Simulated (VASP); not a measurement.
Wanted: the native input for a VASP 6.6.1 run.

- Task: single point
- Functional: LDA
- Potentials or basis: VASP PAW LDA potentials, release 64 (Cu)
- Cutoff: 520 eV
- k mesh: 10 × 10 × 10
- Occupations: gaussian, width 0.1 eV
- Spin: no spin polarisation
- Dipole correction: no
- Further INCAR settings: ALGO = Normal; EDIFF = 1e-06; NBANDS = 12

The structure of Cu lies in POSCAR:

```
Cu
1.0
    0.0000000000      1.7597846661      1.7597846661
    1.7597846661      0.0000000000      1.7597846661
    1.7597846661      1.7597846661      0.0000000000
Cu
1
Direct
    0.0000000000      0.0000000000      0.0000000000
```

These files were run (other wordings do the same):

INCAR

```
SYSTEM = Cu
PREC     = Accurate       ! precision mode
ENCUT    = 520            ! plane-wave cutoff, eV
EDIFF    = 1E-6           ! SCF threshold, eV
ISMEAR   = 0              ! smearing method
SIGMA    = 0.1            ! smearing width, eV
LREAL    = .False.        ! projectors in reciprocal space
LASPH    = .True.         ! aspherical terms in the spheres
NELM     = 80             ! most SCF steps
ALGO     = Normal         ! electronic algorithm
ISIF     = 2              ! what is computed and relaxed
LWAVE    = .False.        ! write WAVECAR
LCHARG   = .False.        ! write CHGCAR
GGA      = CA             ! functional
NBANDS   = 12             ! bands
```

KPOINTS

```
regular mesh
0
Gamma
  10 10 10
  0 0 0
```

Potentials or basis: VASP PAW LDA potentials, release 64 (Cu).

Run with:

```sh
$ cat potpaw_LDA.64/Cu/POTCAR > POTCAR
$ mpirun -np 1 vasp_std > vasp.out
```

It gave:

```
Pressure               : 0.7 GPa
Band gap on the k mesh : zero (an odd number of electrons rules out a gap without spin polarisation)
```

It took 2.9 s on 1 thread of AMD EPYC 9R45 96-Core Processor (Zen 5), with other jobs on the host, peak memory 0.09 GiB.
